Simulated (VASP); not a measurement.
ZnH3Se: single point with PBE

The system is ZnH3Se, a wire with vacuum.

```
CELL_PARAMETERS angstrom
13.60000 0.00000 0.00000
0.00000 15.30000 0.00000
0.00000 0.00000 5.12912
ATOMIC_POSITIONS crystal
Zn 0.61620 0.52089 0.00000
Zn 0.40413 0.34184 0.50000
Se 0.55742 0.62302 0.50000
Se 0.47563 0.43337 0.00000
H 0.72228 0.55358 0.00000
H 0.44973 0.63660 0.50000
H 0.57585 0.71862 0.50000
H 0.48780 0.27419 0.50000
H 0.30783 0.39487 0.50000
H 0.40794 0.50907 0.00000
```

```
Program                : VASP 6.6.1
Task                   : single point
Functional             : PBE
Potentials or basis    : VASP PAW PBE potentials, release 64 (Zn, Se, H)
Cutoff                 : 520 eV
k mesh                 : 1 × 1 × 8
Occupations            : gaussian, width 0.05 eV
Spin                   : no spin polarisation
Dipole correction      : no
Further INCAR settings : ALGO = Normal; EDIFF = 1e-06; NBANDS = 32
```

- Largest force: 0.065 eV/Å
- Band gap on the k mesh: 3.50 eV (least direct gap 3.65 eV)

Forces on the atoms (eV/Å):
```
Zn   0.008  0.020  0.000
Zn   0.002  0.004  0.000
Se   0.036 -0.043  0.000
Se  -0.006 -0.065  0.000
H    0.021  0.009  0.000
H   -0.037  0.007  0.000
H    0.003  0.038  0.000
H    0.016 -0.019  0.000
H   -0.020  0.014  0.000
H   -0.024  0.035  0.000
```

Levels at points of the mesh, in eV from the valence-band top:
```csv
k point,band 19,band 20,band 21,band 22,band 23,band 24
"(0.00, 0.00, 0.00)",-0.91,-0.44,-0.31,3.50,3.71,3.79
"(0.00, 0.00, 0.50)",-1.15,-0.32,0.00,3.69,3.83,4.24
```

It took 7.5 min on 1 thread of Intel(R) Xeon(R) Platinum 8488C (Sapphire Rapids), on a shared host, peak memory 1 GiB.
